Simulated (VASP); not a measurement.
# Si8Ni4B (a cell with a defect) in VASP: settings compared, part 4 of 4

VASP 6.6.1.

### Step 6. Single point, PBEsol

Contents of INCAR:

```
ALGO = Normal
EDIFF = 1E-6
ENCUT = 520
GGA = PS
GGA_COMPAT = F
ISIF = 2
ISMEAR = 1
LASPH = T
LCHARG = T
LELF = T
LREAL = F
LVHAR = T
LWAVE = F
NBANDS = 50
NELM = 120
PREC = Accurate
SIGMA = 0.1
```

Contents of KPOINTS:

```
k-points
0
Gamma
  3 3 3
```

Contents of POSCAR:

```
Si8Ni4B
1.0
    5.4428764300      0.0000000000      0.0000000000
    0.0000000000      5.4428764300      0.0000000000
    0.0000000000      0.0000000000      5.4428764300
Si Ni B
8 4 1
Direct
    0.1988043400      0.2926042100      0.2929123500
    0.2531304000      0.7490010700      0.7494338100
    0.7418549900      0.2376866900      0.7498559100
    0.7421874800      0.7490828300      0.2384476400
    0.2454984100      0.2458451800      0.7384622000
    0.2453020500      0.7380477400      0.2464382400
    0.7532195300      0.2457793600      0.2461770800
    0.7237314400      0.7675769600      0.7679887700
    0.0147928700     -0.0024215400     -0.0019558300
   -0.0314495300      0.5220939100      0.5229921600
    0.4936718300     -0.0024432200      0.4770018700
    0.4936483800      0.4769129500     -0.0019559600
    0.4036476200      0.0879575800      0.0881614500
```

Potentials or basis: VASP PAW PBE potentials, release 64 (Si, Ni, B).

Started as:

```console
cat potpaw_PBE.64/Si/POTCAR potpaw_PBE.64/Ni/POTCAR potpaw_PBE.64/B/POTCAR > POTCAR
mpirun -np 1 vasp_std > vasp.out
```

OUTCAR:

```text
EDIFF = 1E-6
   ENCUT = 520
   GGA = PS
   ISIF = 2
   ISMEAR = 1
   LASPH = T
   LREAL = F
   NELM = 120
   PREC = Accurate

 ion  position               nearest neighbor table
   1  0.199  0.293  0.293-  13 1.93  10 2.17   6 2.45   5 2.45   7 2.45   9 2.48  12 2.48  11 2.48
                             7 3.04   5 3.04   6 3.04
   2  0.253  0.749  0.749-   9 2.31  10 2.33  12 2.40  11 2.40   8 2.57   5 2.71   6 2.71   6 2.74
                             5 2.74   8 2.88
   3  0.742  0.238  0.750-  12 2.31  10 2.33  11 2.40   9 2.40   8 2.56   7 2.70   5 2.70   5 2.74
                             7 2.74   8 2.89
   4  0.742  0.749  0.238-  11 2.31  10 2.33  12 2.40   9 2.40   8 2.56   7 2.70   6 2.71   6 2.74
                             7 2.74   8 2.89
   5  0.245  0.246  0.738-  13 2.26   9 2.32  12 2.32  11 2.38  10 2.43   1 2.45   3 2.70   2 2.71
                             2 2.74   3 2.74   1 3.04
   6  0.245  0.738  0.246-  13 2.26   9 2.32  11 2.32  12 2.38  10 2.43   1 2.45   4 2.71   2 2.71
                             2 2.74   4 2.74   1 3.04
   7  0.753  0.246  0.246-  13 2.26  11 2.32  12 2.32   9 2.38  10 2.43   1 2.45   3 2.70   4 2.70
                             4 2.74   3 2.74   1 3.04
   8  0.724  0.768  0.768-  10 2.31  12 2.37  11 2.38   9 2.38   3 2.56   4 2.56   2 2.57   2 2.88
                             4 2.89   3 2.89
   9  0.015  0.998  0.998-  13 2.23   2 2.31   6 2.32   5 2.32   8 2.38   7 2.38   3 2.40   4 2.40
                             1 2.48
  10  0.969  0.522  0.523-   1 2.17   8 2.31   4 2.33   3 2.33   2 2.33   7 2.43   5 2.43   6 2.43

  11  0.494  0.998  0.477-  13 2.23   4 2.31   6 2.32   7 2.32   8 2.38   5 2.38   3 2.40   2 2.40
                             1 2.48
  12  0.494  0.477  0.998-  13 2.23   3 2.31   5 2.32   7 2.32   8 2.37   6 2.38   4 2.40   2 2.40
                             1 2.48
  13  0.404  0.088  0.088-   1 1.93  11 2.23   9 2.23  12 2.23   7 2.26   5 2.26   6 2.26

  LATTYP: Found a simple cubic cell.
 ALAT       =     5.4428764300

  Lattice vectors:

 A1 = (   5.4428764300,   0.0000000000,   0.0000000000)
 A2 = (   0.0000000000,   5.4428764300,   0.0000000000)
 A3 = (   0.0000000000,   0.0000000000,   5.4428764300)

Analysis of symmetry for initial positions (statically):
[... 173 lines left out ...]

 number of electron      75.0000004 magnetization

 Free energy of the ion-electron system (eV)
  ---------------------------------------------------
  ext. energy  EPLUGINS =         0.00000000
  ---------------------------------------------------
  free energy    TOTEN  =       -79.45111328 eV

  energy without entropy =      -79.43885901  energy(sigma->0) =      -79.44702853

 E-fermi :  10.5927     XC(G=0): -11.8433

 val. band max:       10.5798511500   @ k =  -0.3333   0.0000   0.3333
 cond. band min:      10.6602534539   @ k =   0.3333   0.3333   0.3333
 fundamental gap:      0.0804023039
 Fermi energy:        10.5927177294

 k-point     1 :       0.0000    0.0000    0.0000
  band No.  band energies     occupation
      1      -3.8134      2.00000
      2      -0.0638      2.00000
      3       0.3518      2.00000
      4       0.3525      2.00000
      5       0.8679      2.00000
      6       2.3469      2.00000
[... 717 lines left out ...]
     48      13.6411      0.00000
     49      14.0748      0.00000
 [bands above 49 left out]

------------------------ aborting loop because EDIFF is reached ----------------------------------------

  FORCE on cell =-STRESS in cart. coord.  units (eV):
  Direction    XX          YY          ZZ          XY          YZ          ZX
  --------------------------------------------------------------------------------------
  -------------------------------------------------------------------------------------
  Total        3.0598326      3.1574139      3.0853583     -2.4503982      2.4591296     -2.4218752
  in kB       30.4034468     31.3730455     30.6570782    -24.3479178     24.4346752    -24.0645047
  external PRESSURE =      30.8111902 kB  Pullay stress =       0.0000000 kB

 VOLUME and BASIS-vectors are now :
 -----------------------------------------------------------------------------
  energy-cutoff  :      520.00
  volume of cell :      161.24
      direct lattice vectors                 reciprocal lattice vectors
     5.442876430  0.000000000  0.000000000     0.183726383  0.000000000  0.000000000
     0.000000000  5.442876430  0.000000000     0.000000000  0.183726383  0.000000000
     0.000000000  0.000000000  5.442876430     0.000000000  0.000000000  0.183726383

 POSITION                                       TOTAL-FORCE (eV/Angst)
 -----------------------------------------------------------------------------------
      1.08207      1.59261      1.59429        -0.012621      0.011655      0.012390
      1.37776      4.07672      4.07908        -0.014174      0.001482      0.001657
      4.03783      1.29370      4.08137        -0.001774      0.014793      0.001627
      4.03963      4.07717      1.29784        -0.001738      0.001640      0.014751
      1.33622      1.33810      4.01936        -0.008770      0.008137      0.028227
      1.33515      4.01710      1.34133        -0.008782      0.028628      0.007527
      4.09968      1.33775      1.33991        -0.026808      0.008899      0.008250
      3.93918      4.17783      4.18007         0.016289     -0.017296     -0.016679
      0.08052      5.42970      5.43223         0.043108      0.007769      0.007597
      5.27170      2.84169      2.84658         0.022166     -0.020720     -0.020858
      2.68699      5.42958      2.59626        -0.007810      0.007685     -0.042550
      2.68687      2.59578      5.43223        -0.007621     -0.043590      0.007310
      2.19700      0.47874      0.47985         0.008537     -0.009082     -0.009248
 -----------------------------------------------------------------------------------
    total drift:                               -0.000745      0.001296      0.000808

  FREE ENERGIE OF THE ION-ELECTRON SYSTEM (eV)
  ---------------------------------------------------
  free  energy   TOTEN  =       -79.4511132830 eV

  energy  without entropy=      -79.4388590119  energy(sigma->0) =      -79.44702853
```

Run time: 71 s. Hardware: 1 thread of Intel Xeon 6975P-C (Granite Rapids), shared host; peak memory 0.28 GiB.

What came out:

```
Free energy            : -79.4511 eV
Pressure               : 3.1 GPa
Largest force          : 0.045 eV/Å
Band gap on the k mesh : zero (an odd number of electrons rules out a gap without spin polarisation)
```

Forces in eV/Å, atoms in the order of the input:
```
Si  -0.013  0.012  0.012
Si  -0.014  0.001  0.002
Si  -0.002  0.015  0.002
Si  -0.002  0.002  0.015
Si  -0.009  0.008  0.028
Si  -0.009  0.029  0.008
Si  -0.027  0.009  0.008
Si   0.016 -0.017 -0.017
Ni   0.043  0.008  0.008
Ni   0.022 -0.021 -0.021
Ni  -0.008  0.008 -0.043
Ni  -0.008 -0.044  0.007
B    0.009 -0.009 -0.009
```

Stress tensor (GPa, compression positive):
```
 3.04 -2.43 -2.41
-2.43  3.14  2.44
-2.41  2.44  3.07
```

Caveat: the k points lie up to 0.38 Å⁻¹ apart, too coarse for converged energies and pressures of a metal; the PAW data sets were made with another functional, which shifts forces and pressure a little. Spin polarisation is off, so any magnetic state and its effect on volume and gap are missing.

### Step 7. Single point, PBE

Contents of INCAR:

```
SYSTEM = Si8Ni4B
  ALGO = Normal
  EDIFF = 1E-6
  ENCUT = 520
  GGA = PE
  GGA_COMPAT = .False.
  ISIF = 2
  ISMEAR = 1
  LASPH = .True.
  LCHARG = .False.
  LREAL = .False.
  LWAVE = .False.
  NBANDS = 50
  NELM = 120
  PREC = Accurate
  SIGMA = 0.1
```

Contents of KPOINTS:

```
k-points
0
Gamma
  6 6 6
  0 0 0
```

POSCAR is that of step 6.

Started as:

```console
cat potpaw_PBE.64/Si/POTCAR potpaw_PBE.64/Ni/POTCAR potpaw_PBE.64/B/POTCAR > POTCAR
mpirun -np 1 vasp_std > vasp.out
```

Wall time 10 min (1 thread of Intel Xeon 6975P-C (Granite Rapids), shared host); peak memory 0.73 GiB.

The run converged. Its results:

```yaml
Free_energy: -72.6793 eV
Pressure: 8.2 GPa
Largest_force: 0.187 eV/Å
Band_gap_on_the_k_mesh: zero (an odd number of electrons rules out a gap without spin polarisation)
```

Forces on the atoms (eV/Å):
```
Si   0.066 -0.067 -0.066
Si  -0.028  0.030  0.029
Si  -0.027  0.030  0.027
Si  -0.028  0.030  0.029
Si   0.044 -0.047  0.039
Si   0.046  0.039 -0.047
Si  -0.038 -0.046 -0.045
Si   0.007 -0.008 -0.007
Ni   0.054 -0.029 -0.028
Ni  -0.108  0.108  0.109
Ni   0.029 -0.029 -0.053
Ni   0.031 -0.055 -0.031
B   -0.047  0.043  0.045
```

Stress tensor (GPa, compression positive):
```
 8.18 -2.52 -2.49
-2.52  8.23  2.53
-2.49  2.53  8.20
```

Levels at points of the mesh, in eV from the Fermi level:
```csv
k point,band 34,band 35,band 36,band 37,band 38,band 39,band 40,band 41
"(0.00, 0.00, 0.00)",-1.54,-0.78,-0.61,-0.61,-0.50,0.76,0.76,1.23
"(0.50, 0.00, 0.00)",-1.92,-1.83,-1.75,-0.86,-0.52,-0.11,0.72,1.58
"(0.00, 0.50, 0.00)",-1.92,-1.83,-1.75,-0.86,-0.52,-0.11,0.72,1.58
"(0.00, 0.00, 0.50)",-1.92,-1.83,-1.75,-0.86,-0.52,-0.11,0.72,1.58
"(0.50, 0.50, 0.00)",-1.72,-1.33,-1.28,-0.75,0.46,0.60,0.90,1.41
"(0.00, 0.50, 0.50)",-1.72,-1.33,-1.28,-0.75,0.46,0.60,0.90,1.41
"(0.50, 0.00, 0.50)",-1.72,-1.33,-1.28,-0.75,0.47,0.60,0.91,1.41
"(0.50, 0.50, 0.50)",-1.45,-1.44,-1.39,-1.25,0.45,0.81,0.81,1.12
```

Spin polarisation is off, so any magnetic state and its effect on volume and gap are missing.

### Step 8. Overview

| level | potentials or basis | k mesh | gap on the mesh (eV) | pressure (GPa) | largest force (eV/Å) |
| --- | --- | --- | --- | --- | --- |
| PBE | VASP PAW PBE potentials, release 64 (Si, Ni, B) | 3 × 3 × 3 | none | 7.6 | 0.04 |
| LDA | VASP PAW LDA potentials, release 64 (Si, Ni, B) | 3 × 3 × 3 | none | -0.6 | 0.31 |
| PBEsol | VASP PAW PBE potentials, release 64 (Si, Ni, B) | 3 × 3 × 3 | none | 3.1 | 0.04 |
| PBE | VASP PAW PBE potentials, release 64 (Si, Ni, B) | 6 × 6 × 6 | none | 8.2 | 0.19 |

Some of these runs hold the atoms at other places in the same cell, which the table doesn't show; runs alike in all that it shows share one row.

Alike in all rows: task single point; no spin polarisation; cell as given; cutoff (eV) 520; smearing methfessel-paxton 0.1 eV.

Caveats: some runs use coarse meshes; the PAW data sets were made with another functional, which shifts forces and pressure a little (at least some runs).

Absolute energies hang on the potentials; compare differences alone.
